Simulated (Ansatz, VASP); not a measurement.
Lu2AlN3 in VASP and in Ansatz

```
Lu Al N
1.0
     4.96882    0.00000    0.00000
    -2.48441    4.30312    0.00000
     0.00000    0.00000    4.13526
Lu Al N
2 1 3
Direct
  0.33333 0.66667 0.50000
  0.66667 0.33333 0.50000
  0.00000 0.00000 0.00000
  0.33333 0.66667 0.00000
  0.66667 0.33333 0.00000
  0.00000 0.00000 0.50000
```

Alike in both runs: functional PBE; k mesh 6 × 6 × 4; occupations gaussian, width 0.1 eV; no spin polarisation.

Ansatz relaxed the structure, and its values are those at the end. VASP's run is a single point on that final structure, the one shown.

```csv
,VASP,Ansatz
version,VASP 6.6.1,Ansatz 0.2.0
potentials or method,"VASP PAW PBE potentials, release 64 (Lu, Al, N), cutoff 520 eV","scalar-relativistic, plane waves, PAW"
valence electrons in the cell,68,68
```

|  | VASP | Ansatz | Ansatz less VASP |
| --- | --- | --- | --- |
| gap on the k mesh at the Fermi level (eV) | none | none | - |
| pressure (GPa) | 0.6 | 0.1 | -0.56 |

A gap of «none» marks a metal or a gap that the smearing closes.

The k mesh is coarse, so the values compare programs but aren't converged. Neither program's run includes spin-orbit coupling.
